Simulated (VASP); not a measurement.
Input of a VASP 6.6.1 run:

INCAR

```
SYSTEM = Cs2BN2
  PREC = Accurate
  ENCUT = 520
  EDIFF = 1E-6
  ISMEAR = 0
  SIGMA = 0.1
  LREAL = .FALSE.
  LASPH = .TRUE.
  NELM = 100
  ALGO = Normal
  ISIF = 2
  LWAVE = .FALSE.
  LCHARG = .TRUE.
  GGA = PE
  LELF = .TRUE.
  LVHAR = .TRUE.
  NBANDS = 24
```

File KPOINTS:

```
Automatic mesh
0
G
  12 12 4
  0 0 0
```

POSCAR

```
Cs2BN2
1.0
    3.6304511301      0.0000000000      0.0000000000
   -1.8152255650      3.1440629059      0.0000000000
    0.0000000000      0.0000000000     10.2387826052
Cs B N
2 1 2
Direct
    0.0000000000      0.0000000000      0.7401093313
    0.0000000000      0.0000000000      0.2598906687
    0.0000000000      0.0000000000      0.0000000000
    0.3333333333      0.6666666667      0.0000000000
    0.6666666667      0.3333333333      0.0000000000
```

Potentials or basis: VASP PAW PBE potentials, release 64 (Cs_sv, B, N).

Command:

```bash
$ cat potpaw_PBE.64/Cs_sv/POTCAR potpaw_PBE.64/B/POTCAR potpaw_PBE.64/N/POTCAR > POTCAR
$ mpirun -np 1 vasp_std > vasp.out
```

Task: Estimate the band gap on the k mesh.

Result: Zero (an odd number of electrons rules out a gap without spin polarisation).

Task: Predict the largest force.

Result: 0.064 eV/Å.

Forces in eV/Å, atoms in the order of the input:
```
Cs   0.000  0.000 -0.064
Cs   0.000  0.000  0.064
B    0.000  0.000  0.000
N    0.000  0.000  0.000
N    0.000  0.000  0.000
```

Caveat: spin-orbit coupling is left out, which moves the levels of the heavy elements; an odd number of electrons without spin polarisation forces a metal; a magnetic or distorted state may lie lower.
